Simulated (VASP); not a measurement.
# SiNi (Pmmn) in VASP: further runs

Runs on SiNi. Level: PBE. Tasks: single point.

Everything below comes from runs of VASP 6.6.1. Logs are shortened: lines on timing, memory, paths and dates and some standing lists are left out, and cuts for length are marked.

**1. The cell of the first run**

The structure is orthorhombic, space group Pmmn (No. 59). The conventional cell has a = 3.027 Å, b = 3.273 Å, c = 4.745 Å, α = 90.00°, β = 90.00°, γ = 90.00°. Within 3.1 Å of Si (site symmetry mm2) lie 6 Ni at 2.36 to 2.40 Å and 6 Si at 2.68 to 3.03 Å. Within 3.1 Å of Ni (site symmetry mm2) lie 6 Si at 2.36 to 2.40 Å and 6 Ni at 2.67 to 3.03 Å.

**2. Single point, PBE, collinear spin, ferromagnetic start (zz strain of +1 %)**

INCAR reads:

```
ALGO = Normal
EDIFF = 1E-7
ENCUT = 520
GGA = PE
ISIF = 2
ISMEAR = -1
ISPIN = 2
LASPH = T
LCHARG = T
LELF = T
LMAXMIX = 4
LORBIT = 11
LREAL = F
LVHAR = T
LWAVE = F
MAGMOM = 0 0 1.5 1.5
NBANDS = 26
NELM = 150
PREC = Accurate
SIGMA = 0.05
```

KPOINTS reads:

```
k-points
0
Gamma
  11 10 7
```

POSCAR reads:

```
SiNi
1.0
    3.0266200000      0.0000000000      0.0000000000
    0.0000000000      3.2735000000      0.0000000000
    0.0000000000      0.0000000000      4.7447376000
Si Ni
2 2
Direct
    0.5000000000      0.5000000000      0.8423000000
    0.0000000000      0.0000000000      0.1577000000
    0.5000000000      0.5000000000      0.3442200000
    0.0000000000      0.0000000000      0.6557800000
```

Potentials or basis: VASP PAW PBE potentials, release 64 (Si, Ni).

On the command line:

```sh
cat potpaw_PBE.64/Si/POTCAR potpaw_PBE.64/Ni/POTCAR > POTCAR
mpirun -np 1 vasp_std > vasp.out
```

OUTCAR:

```text
EDIFF = 1E-7
   ENCUT = 520
   GGA = PE
   ISIF = 2
   ISMEAR = -1
   ISPIN = 2
   LASPH = T
   LORBIT = 11
   LREAL = F
   NELM = 150
   PREC = Accurate

 ion  position               nearest neighbor table
   1  0.500  0.500  0.842-   3 2.36   3 2.38   4 2.40   4 2.40   4 2.40   4 2.40   2 2.68   2 2.68
                             2 2.68   2 2.68
   2  0.000  0.000  0.158-   4 2.36   4 2.38   3 2.40   3 2.40   3 2.40   3 2.40   1 2.68   1 2.68
                             1 2.68   1 2.68
   3  0.500  0.500  0.344-   1 2.36   1 2.38   2 2.40   2 2.40   2 2.40   2 2.40   4 2.67   4 2.67
                             4 2.67   4 2.67
   4  0.000  0.000  0.656-   2 2.36   2 2.38   1 2.40   1 2.40   1 2.40   1 2.40   3 2.67   3 2.67
                             3 2.67   3 2.67

  LATTYP: Found a simple orthorhombic cell.
 ALAT       =     3.0266200000
 B/A-ratio  =     1.0815695396
 C/A-ratio  =     1.5676687526

  Lattice vectors:

 A1 = (   3.0266200000,   0.0000000000,   0.0000000000)
 A2 = (   0.0000000000,   3.2735000000,   0.0000000000)
 A3 = (   0.0000000000,   0.0000000000,   4.7447376000)

Analysis of symmetry for initial positions (statically):
=====================================================================
 Subroutine PRICEL returns:
 Original cell was already a primitive cell.

 Routine SETGRP: Setting up the symmetry group for a
 simple orthorhombic supercell.

 Subroutine GETGRP returns: Found  8 space group operations
 (whereof  4 operations were pure point group operations)
 out of a pool of  8 trial point group operations.

The static configuration has the point symmetry C_2v.
 The point group associated with its full space group is D_2h.

Analysis of symmetry for dynamics (positions and initial velocities):
=====================================================================
 Subroutine PRICEL returns:
 Original cell was already a primitive cell.

 Routine SETGRP: Setting up the symmetry group for a
 simple orthorhombic supercell.

 Subroutine GETGRP returns: Found  8 space group operations
 (whereof  4 operations were pure point group operations)
 out of a pool of  8 trial point group operations.

The dynamic configuration has the point symmetry C_2v.
 The point group associated with its full space group is D_2h.

Analysis of structural, dynamic, and magnetic symmetry:
=====================================================================
 Subroutine PRICEL returns:
 Original cell was already a primitive cell.

[... 138 lines left out ...]
   LHFCALC =     F    Hartree Fock is set to
   AEXX    =    0.0000 exact exchange contribution
   IVDW    =     0    specifies the selected vdW correction
   LEPSILON=     F    determine dielectric tensor
   LRPA    =     F    only Hartree local field effects (RPA)
 spin polarized calculation
  energy-cutoff  :      520.00
  volume of cell :       47.01
 maximum number of plane-waves:      1284
 NGX is ok and might be reduce to    24
   NGX = 11   NGY = 13   NGZ = 17

 number of electron      28.0000012 magnetization       0.0000642

 number of electron      28.0000012 magnetization      -0.0000103

 Free energy of the ion-electron system (eV)
  ---------------------------------------------------
  ext. energy  EPLUGINS =         0.00000000
  ---------------------------------------------------
  free energy    TOTEN  =       -23.60602435 eV

  energy without entropy =      -23.59502730  energy(sigma->0) =      -23.60052582

 E-fermi :  11.0876     XC(G=0): -12.4089

 val. band max:       11.0846658784   @ k =   0.3636   0.3000   0.4286
 cond. band min:      11.0939843404   @ k =   0.1818   0.1000   0.2857
 fundamental gap:      0.0093184620
 Fermi energy:        11.0876277723

 spin component 1

 k-point     1 :       0.0000    0.0000    0.0000
  band No.  band energies     occupation
      1      -2.6240      1.00000
      2       3.0323      1.00000
      3       4.6951      1.00000
      4       7.0664      1.00000
      5       7.6606      1.00000
      6       8.2080      1.00000
[... 685 lines left out ...]
     25      26.7372      0.00000
     26      27.3916      0.00000

 [... further k-points ...]

 spin component 2

 k-point     1 :       0.0000    0.0000    0.0000
  band No.  band energies     occupation
      1      -2.6240      1.00000
      2       3.0323      1.00000
      3       4.6951      1.00000
      4       7.0664      1.00000
      5       7.6606      1.00000
      6       8.2080      1.00000
[... 685 lines left out ...]
     25      26.7372      0.00000
     26      27.3916      0.00000

 [... further k-points ...]

------------------------ aborting loop because EDIFF is reached ----------------------------------------

  FORCE on cell =-STRESS in cart. coord.  units (eV):
  Direction    XX          YY          ZZ          XY          YZ          ZX
  --------------------------------------------------------------------------------------
  -------------------------------------------------------------------------------------
  Total       -0.1575908     -0.1567302     -0.5576441      0.0000000      0.0000000      0.0000000
  in kB       -5.3710485     -5.3417162    -19.0057606      0.0000000      0.0000000      0.0000000
  external PRESSURE =      -9.9061751 kB  Pullay stress =       0.0000000 kB

 VOLUME and BASIS-vectors are now :
 -----------------------------------------------------------------------------
  energy-cutoff  :      520.00
  volume of cell :       47.01
      direct lattice vectors                 reciprocal lattice vectors
     3.026620000  0.000000000  0.000000000     0.330401570  0.000000000  0.000000000
     0.000000000  3.273500000  0.000000000     0.000000000  0.305483428  0.000000000
     0.000000000  0.000000000  4.744737600     0.000000000  0.000000000  0.210759811

 POSITION                                       TOTAL-FORCE (eV/Angst)
 -----------------------------------------------------------------------------------
      1.51331      1.63675      3.99649         0.000000      0.000000      0.062880
      0.00000      0.00000      0.74825         0.000000      0.000000     -0.062880
      1.51331      1.63675      1.63323         0.000000      0.000000     -0.174347
      0.00000      0.00000      3.11150         0.000000      0.000000      0.174347
 -----------------------------------------------------------------------------------
    total drift:                                0.000000      0.000000      0.000000

  FREE ENERGIE OF THE ION-ELECTRON SYSTEM (eV)
  ---------------------------------------------------
  free  energy   TOTEN  =       -23.6060243451 eV

  energy  without entropy=      -23.5950272998  energy(sigma->0) =      -23.60052582

 total charge

# of ion       s       p       d       tot
------------------------------------------
    1        0.750   0.844   0.000   1.594
    2        0.750   0.844   0.000   1.594
    3        0.467   0.585   8.454   9.506
    4        0.467   0.585   8.454   9.506
--------------------------------------------------
tot          2.433   2.857  16.908  22.198

 magnetization (x)

# of ion       s       p       d       tot
------------------------------------------
    1       -0.000   0.000   0.000   0.000
    2       -0.000   0.000   0.000   0.000
    3        0.000   0.000  -0.000  -0.000
    4        0.000   0.000  -0.000  -0.000
--------------------------------------------------
tot         -0.000   0.000  -0.000  -0.000
```

Run time: 1.9 min. Hardware: 1 thread of Intel Xeon 6975P-C (Granite Rapids), shared host; peak memory 0.35 GiB.

Results:

```yaml
Free_energy: -23.6060 eV
Pressure: -1.0 GPa
Largest_force: 0.174 eV/Å
Band_gap_on_the_k_mesh: zero (filled and empty bands overlap)
Net_moment: 0.00 μB per cell
Valence_electrons_inside_the_program's_atomic_spheres: Si 1.59; Ni 9.51
```

Forces on the atoms (eV/Å):
```
Si   0.000  0.000  0.063
Si   0.000  0.000 -0.063
Ni   0.000  0.000 -0.174
Ni   0.000  0.000  0.174
```

Levels at points of the mesh, in eV from the Fermi level:
Spin up:
```
           k point  band 11  band 12  band 13  band 14  band 15  band 16  band 17  band 18
(0.00, 0.00, 0.00)    -2.23    -1.89    -1.86    -0.96     0.87     2.97     5.13     5.32
(0.00, 0.50, 0.00)    -2.14    -2.14    -1.98    -1.98     1.20     1.20     4.65     4.65
```
Spin down:
```tsv
k point	band 10	band 11	band 12	band 13	band 14	band 15	band 16	band 17	band 18	band 19
(0.00, 0.00, 0.00)	-2.49	-2.23	-1.89	-1.86	-0.96	0.87	2.97	5.13	5.32	6.77
(0.00, 0.50, 0.00)	-2.57	-2.14	-2.14	-1.98	-1.98	1.20	1.20	4.65	4.65	7.52
```

Caveat: the cell differs from its parent crystal (zz strain of +1 %); the moments typed at the start vanished in this run.

**3. Single point, PBE, collinear spin, ferromagnetic start (zz strain of +3 %)**

INCAR reads:

```
PREC = Accurate
ENCUT = 520
EDIFF = 1E-7
ISMEAR = -1
SIGMA = 0.05
LREAL = False
LASPH = True
NELM = 150
ALGO = Normal
ISIF = 2
LWAVE = False
LCHARG = True
ISPIN = 2
MAGMOM = 0 0 1.5 1.5
LORBIT = 11
LMAXMIX = 4
GGA = PE
LELF = True
LVHAR = True
NBANDS = 26
```

KPOINTS reads:

```
regular mesh
0
Gamma
  11 10 7
```

POSCAR, as its differences from that of step 2:

```diff
@@ -4,3 +4,3 @@
     0.0000000000      3.2735000000      0.0000000000
-    0.0000000000      0.0000000000      4.7447376000
+    0.0000000000      0.0000000000      4.8386928000
 Si Ni
```

Potentials or basis: VASP PAW PBE potentials, release 64 (Si, Ni).

On the command line:

```sh
cat potpaw_PBE.64/Si/POTCAR potpaw_PBE.64/Ni/POTCAR > POTCAR
mpirun -np 1 vasp_std > vasp.out
```

Run time: 1.9 min. Hardware: 1 thread of Intel Xeon 6975P-C (Granite Rapids), shared host; peak memory 0.36 GiB.

Results (log left out):

```
Free energy                                           : -23.5744 eV
Pressure                                              : -4.8 GPa
Largest force                                         : 0.265 eV/Å
Band gap on the k mesh                                : zero (filled and empty bands overlap)
Net moment                                            : 0.00 μB per cell
Valence electrons inside the program's atomic spheres : Si 1.58; Ni 9.46
```

Forces on the atoms (eV/Å):
```
Si   0.000  0.000 -0.001
Si   0.000  0.000  0.001
Ni   0.000  0.000 -0.265
Ni   0.000  0.000  0.265
```

Stress tensor (GPa, compression positive):
```
-2.83  0.00  0.00
 0.00 -2.75  0.00
 0.00  0.00 -8.75
```

Levels at points of the mesh, in eV from the Fermi level:
Spin up:
```
           k point  band 10  band 11  band 12  band 13  band 14  band 15  band 16  band 17  band 18  band 19
(0.00, 0.00, 0.00)    -2.41    -2.14    -1.85    -1.77    -0.80     1.02     2.95     5.16     5.20     6.67
(0.00, 0.50, 0.00)    -2.51    -2.06    -2.06    -1.91    -1.91     1.06     1.06     4.73     4.73     7.57
```
Spin down:
```tsv
k point	band 11	band 12	band 13	band 14	band 15	band 16	band 17	band 18
(0.00, 0.00, 0.00)	-2.14	-1.85	-1.77	-0.80	1.02	2.95	5.16	5.20
(0.00, 0.50, 0.00)	-2.06	-2.06	-1.91	-1.91	1.06	1.06	4.73	4.73
```

Caveat: the cell differs from its parent crystal (zz strain of +3 %); the stress differs along the axes, from -9 to -3 GPa; the moments typed at the start vanished in this run.
